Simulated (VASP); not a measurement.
# GaGe (F-43m) in VASP: a series of runs

The runs below take GaGe through single point, relaxation of cell and atoms, with PBE.

Everything below comes from runs of VASP 6.6.1. Logs are shortened: lines on timing, memory, paths and dates and some standing lists are left out, and cuts for length are marked.

### Step 1. The cell of the first run

Symmetry: F-43m, No. 216, cubic system. Conventional cell: a = 5.796 Å, b = 5.796 Å, c = 5.796 Å, α = 90.00°, β = 90.00°, γ = 90.00°. Within 3.3 Å of Ga (site symmetry -43m) lie 4 Ge at 2.51 Å. Within 3.3 Å of Ge (site symmetry -43m) lie 4 Ga at 2.51 Å.

### Step 2. Single point, PBE

Contents of INCAR:

```
SYSTEM = GaGe
PREC = Accurate
ENCUT = 520
EDIFF = 1E-7
ISMEAR = 0
SIGMA = 0.1
LREAL = .False.
LASPH = .True.
NELM = 100
ALGO = Normal
ISIF = 2
LWAVE = .False.
LCHARG = .True.
GGA = PE
LELF = .True.
LVHAR = .True.
NBANDS = 20
```

Contents of KPOINTS:

```
Automatic mesh
0
Gamma
  6 6 6
  0 0 0
```

Contents of POSCAR:

```
GaGe
1.0
    0.0000000000      2.8978440000      2.8978440000
    2.8978440000      0.0000000000      2.8978440000
    2.8978440000      2.8978440000      0.0000000000
Ga Ge
1 1
Direct
    0.7500000000      0.7500000000      0.7500000000
    0.0000000000      0.0000000000      0.0000000000
```

Potentials or basis: VASP PAW PBE potentials, release 64 (Ga_d, Ge_d).

The run is started by

```
$ cat potpaw_PBE.64/Ga_d/POTCAR potpaw_PBE.64/Ge_d/POTCAR > POTCAR
$ mpirun -np 1 vasp_std > vasp.out
```

OUTCAR:

```text
SYSTEM = GaGe
   PREC = Accurate
   ENCUT = 520
   EDIFF = 1E-7
   ISMEAR = 0
   LREAL = .False.
   LASPH = .True.
   NELM = 100
   ISIF = 2
   GGA = PE

 ion  position               nearest neighbor table
   1  0.750  0.750  0.750-   2 2.51   2 2.51   2 2.51   2 2.51
   2  0.000  0.000  0.000-   1 2.51   1 2.51   1 2.51   1 2.51

  LATTYP: Found a face centered cubic cell.
 ALAT       =     5.7956880000

  Lattice vectors:

 A1 = (   0.0000000000,   2.8978440000,   2.8978440000)
 A2 = (   2.8978440000,   0.0000000000,   2.8978440000)
 A3 = (   2.8978440000,   2.8978440000,   0.0000000000)

Analysis of symmetry for initial positions (statically):
=====================================================================
 Subroutine PRICEL returns:
 Original cell was already a primitive cell.

 Routine SETGRP: Setting up the symmetry group for a
 face centered cubic supercell.

 Subroutine GETGRP returns: Found 24 space group operations
 (whereof 24 operations were pure point group operations)
 out of a pool of 48 trial point group operations.

The static configuration has the point symmetry T_d .

Analysis of symmetry for dynamics (positions and initial velocities):
=====================================================================
 Subroutine PRICEL returns:
 Original cell was already a primitive cell.

 Routine SETGRP: Setting up the symmetry group for a
 face centered cubic supercell.

 Subroutine GETGRP returns: Found 24 space group operations
 (whereof 24 operations were pure point group operations)
 out of a pool of 48 trial point group operations.

The dynamic configuration has the point symmetry T_d .

 Subroutine INISYM returns: Found 24 space group operations
 (whereof 24 operations are pure point group operations),
 and found     1 'primitive' translations

----------------------------------------------------------------------------------------

                                     Primitive cell

  volume of cell :      48.6693

  direct lattice vectors                    reciprocal lattice vectors
     0.000000000  2.897844000  2.897844000    -0.172542069  0.172542069  0.172542069
     2.897844000  0.000000000  2.897844000     0.172542069 -0.172542069  0.172542069
     2.897844000  2.897844000  0.000000000     0.172542069  0.172542069 -0.172542069

  length of vectors
     4.098170286  4.098170286  4.098170286     0.298851630  0.298851630  0.298851630

  position of ions in fractional coordinates (direct lattice)
     0.750000000  0.750000000  0.750000000
     0.000000000  0.000000000  0.000000000

  ion indices of the primitive-cell ions
   primitive index   ion index
                 1           1
                 2           2

----------------------------------------------------------------------------------------

 KPOINTS: Automatic mesh

Automatic generation of k-mesh.
 Grid dimensions read from file:
 generate k-points for:    6    6    6

 Generating k-lattice:

  Cartesian coordinates                     Fractional coordinates (reciprocal lattice)
    -0.028757012  0.028757012  0.028757012     0.166666667  0.000000000  0.000000000
     0.028757012 -0.028757012  0.028757012     0.000000000  0.166666667  0.000000000
     0.028757012  0.028757012 -0.028757012     0.000000000  0.000000000  0.166666667

  Length of vectors
     0.049808605  0.049808605  0.049808605

  Shift w.r.t. Gamma in fractional coordinates (k-lattice)
     0.000000000  0.000000000  0.000000000

 Subroutine IBZKPT returns following result:
 ===========================================

 Found     16 irreducible k-points:

 Following reciprocal coordinates:
            Coordinates               Weight
  0.000000  0.000000  0.000000      1.000000
  0.166667  0.000000  0.000000      8.000000
  0.333333  0.000000  0.000000      8.000000
  0.500000  0.000000  0.000000      4.000000
  0.166667  0.166667  0.000000      6.000000
  0.333333  0.166667  0.000000     24.000000
[... 8 lines left out ...]
 -0.333333  0.333333  0.166667     24.000000
 -0.333333  0.500000  0.166667     12.000000
   k-points           NKPTS =     16   k-points in BZ     NKDIM =     16   number of bands    NBANDS=     20
   number of dos      NEDOS =    301   number of ions     NIONS =      2
   total plane-waves  NPLWV =  27000
   dimension x,y,z NGX =    30 NGY =   30 NGZ =   30
   dimension x,y,z NGXF=    60 NGYF=   60 NGZF=   60
   ions per type =               1   1
   NGX,Y,Z   is equivalent  to a cutoff of  12.17, 12.17, 12.17 a.u.
   NGXF,Y,Z  is equivalent  to a cutoff of  24.34, 24.34, 24.34 a.u.
 SYSTEM =  GaGe
   PREC   = accura    normal or accurate (medium, high low for compatibility)
   ISTART =      0    job   : 0-new  1-cont  2-samecut
   ICHARG =      2    charge: 1-file 2-atom 10-const
   ISPIN  =      1    spin polarized calculation?
   LNONCOLLINEAR =      F non collinear calculations
   LSORBIT =      F    spin-orbit coupling
   LASPH  =      T    aspherical Exc in radial PAW
   ENCUT  =  520.0 eV  38.22 Ry    6.18 a.u.   7.62  7.62  7.62*2*pi/ulx,y,z
   NELM   =    100;   NELMIN=  2; NELMDL= -5     # of ELM steps
   EDIFF  = 0.1E-06   stopping-criterion for ELM
   LREAL  =      F    real-space projection
   EDIFFG = 0.1E-05   stopping-criterion for IOM
   NSW    =      0    number of steps for IOM
   IBRION =     -1    ionic relax: 0-MD 1-quasi-New 2-CG
   NFREE  =      0    steps in history (QN), initial steepest desc. (CG)
   ISIF   =      2    stress and relaxation
   ISYM   =      2    0-nonsym 1-usesym 2-fastsym
   POTIM  = 0.5000    time-step for ionic-motion
   TEBEG  =    0.0;   TEEND  =   0.0 temperature during run
   PSTRESS=    0.0 pullay stress
   NELECT =      27.0000    total number of electrons
   NUPDOWN=      -1.0000    fix difference up-down
   EMIN   =  10.00;   EMAX   =-10.00  energy-range for DOS
   EFERMI =   0.00;   METHOD = LEGACY
   ISMEAR =     0;   SIGMA  =   0.10  broadening in eV -4-tet -1-fermi 0-gaus
   EFERMI_NEDOS =   21; number of points for ismear=-14 and -15
   IALGO  =     38    algorithm
   IMIX   =      4    mixing-type and parameters
     AMIX     =   0.40;   BMIX     =  1.00
     AMIX_MAG =   1.60;   BMIX_MAG =  1.00
  volume/ion in A,a.u.               =      24.33       164.22
  Fermi-wavevector in a.u.,A,eV,Ry     =   1.345172  2.542006 24.619567  1.809487
  Thomas-Fermi vector in A             =   2.473106
   LORBIT       =      0    0 simple, 1 ext, 2 COOP (PROOUT), +10 PAW based schemes
   GGA     = PE    functional components
   LHFCALC =     F    Hartree Fock is set to
   AEXX    =    0.0000 exact exchange contribution
   IVDW    =     0    specifies the selected vdW correction
   LEPSILON=     F    determine dielectric tensor
   LRPA    =     F    only Hartree local field effects (RPA)
 non-spin polarized calculation
 Gauss-broadening in eV      SIGMA  =   0.10
  energy-cutoff  :      520.00
  volume of cell :       48.67
 maximum number of plane-waves:      1363
   NGX = 15   NGY = 15   NGZ = 15

 number of electron      26.9999991 magnetization

 Free energy of the ion-electron system (eV)
  ---------------------------------------------------
  ext. energy  EPLUGINS =         0.00000000
  ---------------------------------------------------
  free energy    TOTEN  =        -7.12280794 eV

  energy without entropy =       -7.11215050  energy(sigma->0) =       -7.11747922

 E-fermi :   2.9576     XC(G=0):  -9.5557

 val. band max:        2.8978728160   @ k =   0.5000   0.1667   0.0000
 cond. band min:       2.9591522890   @ k =   0.3333   0.1667   0.0000
 fundamental gap:      0.0612794730
 Fermi energy:         2.9575553548

 k-point     1 :       0.0000    0.0000    0.0000
  band No.  band energies     occupation
      1     -20.8884      2.00000
      2     -20.8884      2.00000
      3     -20.8884      2.00000
      4     -20.8690      2.00000
      5     -20.8690      2.00000
      6     -11.2834      2.00000
[... 12 lines left out ...]
     19      10.7606      0.00000
     20      13.8217      0.00000

 k-point     2 :       0.1667    0.0000    0.0000
  band No.  band energies     occupation
      1     -20.8883      2.00000
      2     -20.8877      2.00000
      3     -20.8877      2.00000
      4     -20.8688      2.00000
      5     -20.8688      2.00000
      6     -11.2900      2.00000
[... 12 lines left out ...]
     19      12.1522      0.00000
     20      12.6333      0.00000

 k-point     3 :       0.3333    0.0000    0.0000
  band No.  band energies     occupation
      1     -20.8882      2.00000
      2     -20.8865      2.00000
      3     -20.8865      2.00000
      4     -20.8683      2.00000
      5     -20.8683      2.00000
      6     -11.3035      2.00000
[... 12 lines left out ...]
     19      12.1254      0.00000
     20      13.2751      0.00000

 k-point     4 :       0.5000    0.0000    0.0000
  band No.  band energies     occupation
      1     -20.8882      2.00000
      2     -20.8859      2.00000
      3     -20.8859      2.00000
      4     -20.8680      2.00000
      5     -20.8680      2.00000
      6     -11.3103      2.00000
[... 12 lines left out ...]
     19      14.4965      0.00000
     20      15.4470      0.00000

 k-point     5 :       0.1667    0.1667    0.0000
  band No.  band energies     occupation
      1     -20.8892      2.00000
      2     -20.8870      2.00000
      3     -20.8870      2.00000
      4     -20.8694      2.00000
      5     -20.8681      2.00000
      6     -11.2968      2.00000
[... 12 lines left out ...]
     19      11.1503      0.00000
     20      12.7852      0.00000
[... 169 lines left out ...]
      6     -11.3320      2.00000
[... 12 lines left out ...]
     19      15.3023      0.00000
     20      16.5466      0.00000

 k-point    14 :       0.5000    0.3333    0.1667
  band No.  band energies     occupation
      1     -20.8891      2.00000
      2     -20.8856      2.00000
      3     -20.8844      2.00000
      4     -20.8694      2.00000
      5     -20.8671      2.00000
      6     -11.3157      2.00000
[... 12 lines left out ...]
     19      13.4269      0.00000
     20      14.4770      0.00000

 k-point    15 :      -0.3333    0.3333    0.1667
  band No.  band energies     occupation
      1     -20.8879      2.00000
      2     -20.8865      2.00000
      3     -20.8837      2.00000
      4     -20.8691      2.00000
      5     -20.8672      2.00000
      6     -11.3178      2.00000
[... 12 lines left out ...]
     19      12.4840      0.00000
     20      15.8991      0.00000

 k-point    16 :      -0.3333    0.5000    0.1667
  band No.  band energies     occupation
      1     -20.8896      2.00000
      2     -20.8850      2.00000
      3     -20.8829      2.00000
      4     -20.8699      2.00000
      5     -20.8664      2.00000
      6     -11.3240      2.00000
[... 12 lines left out ...]
     19      15.1284      0.00000
     20      15.7774      0.00000

------------------------ aborting loop because EDIFF is reached ----------------------------------------

  FORCE on cell =-STRESS in cart. coord.  units (eV):
  Direction    XX          YY          ZZ          XY          YZ          ZX
  --------------------------------------------------------------------------------------
  -------------------------------------------------------------------------------------
  Total        0.0481372      0.0481372      0.0481372      0.0000000      0.0000000     -0.0000000
  in kB        1.5846610      1.5846610      1.5846610      0.0000000      0.0000000     -0.0000000
  external PRESSURE =       1.5846610 kB  Pullay stress =       0.0000000 kB

 VOLUME and BASIS-vectors are now :
 -----------------------------------------------------------------------------
  energy-cutoff  :      520.00
  volume of cell :       48.67
      direct lattice vectors                 reciprocal lattice vectors
     0.000000000  2.897844000  2.897844000    -0.172542069  0.172542069  0.172542069
     2.897844000  0.000000000  2.897844000     0.172542069 -0.172542069  0.172542069
     2.897844000  2.897844000  0.000000000     0.172542069  0.172542069 -0.172542069

 POSITION                                       TOTAL-FORCE (eV/Angst)
 -----------------------------------------------------------------------------------
      4.34677      4.34677      4.34677         0.000000     -0.000000      0.000000
      0.00000      0.00000      0.00000        -0.000000      0.000000      0.000000
 -----------------------------------------------------------------------------------
    total drift:                                0.000000      0.000000      0.000000

  FREE ENERGIE OF THE ION-ELECTRON SYSTEM (eV)
  ---------------------------------------------------
  free  energy   TOTEN  =        -7.1228079379 eV

  energy  without entropy=       -7.1121505046  energy(sigma->0) =       -7.11747922
```

Run time: 13 s. Hardware: 1 thread of Intel Xeon Platinum 8488C (Sapphire Rapids), shared host; peak memory 0.17 GiB.

What came out:

- Free energy: -7.1228 eV
- Pressure: 0.2 GPa
- Band gap on the k mesh: zero (an odd number of electrons rules out a gap without spin polarisation)

Levels at points of the mesh, in eV from the Fermi level:
```tsv
k point	band 10	band 11	band 12	band 13	band 14	band 15	band 16	band 17
(0.00, 0.00, 0.00)	-14.18	-10.42	1.79	1.79	1.79	2.17	4.48	4.48
(0.50, 0.00, 0.00)	-14.18	-8.47	-5.26	0.49	0.49	2.17	5.46	5.46
(0.50, 0.50, 0.00)	-14.17	-7.41	-5.70	-1.14	-1.14	2.44	2.54	11.13
```

[end of part 1 of 2]
